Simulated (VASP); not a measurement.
Crystal: Mo.

```
Mo
1.0
     2.72386    0.00000    0.00000
    -1.36193    2.35893    0.00000
     0.00000    0.00000    2.56043
Mo
1
Cartesian
  0.0000 0.0000 0.0000
```

This isn't the form of Mo at room conditions, which is bcc.

* Program: VASP 6.6.1
* Task: relaxation of cell and atoms
* Functional: PBE
* Potentials or basis: VASP PAW PBE potentials, release 64 (Mo_sv)
* Cutoff: 600 eV
* k mesh: 18 × 18 × 16
* Occupations: fermi-dirac, width 0.08 eV
* Spin: no spin polarisation

At the start: pressure 5.3 GPa; volume 16.45 Å³/atom.

Problem. How do energy, volume and symmetry change on relaxing?

Solution. Over 6 steps the energy falls by 15.3 meV/atom and the volume is 16.83 Å³/atom (+2.3 %); space group P6/mmm (No. 191, to 0.1 Å) before and after.

Step by step:
| step | energy change (eV) | largest force (eV/Å) | pressure (GPa) | volume (Å³) |
| --- | --- | --- | --- | --- |
| 1 | 0.0000 | 0.0000 | 5.26 | 16.45 |
| 2 | 0.0165 | 0.0000 | -9.86 | 17.76 |
| 3 | -0.0132 | 0.0000 | -1.46 | 16.96 |
| 4 | -0.0146 | 0.0000 | 0.85 | 16.76 |
| 5 | -0.0153 | 0.0000 | -0.03 | 16.83 |
| 6 | -0.0153 | 0.0000 | -0.01 | 16.83 |

Final structure:
```yaml
crystal:
  lattice:
    - [2.77291, 0.00000, 0.00000]
    - [-1.38646, 2.40141, 0.00000]
    - [0.00000, 0.00000, 2.52754]
  atoms:
    - { symbol: Mo, position: [0.00000, 0.00000, 0.00000] }
```
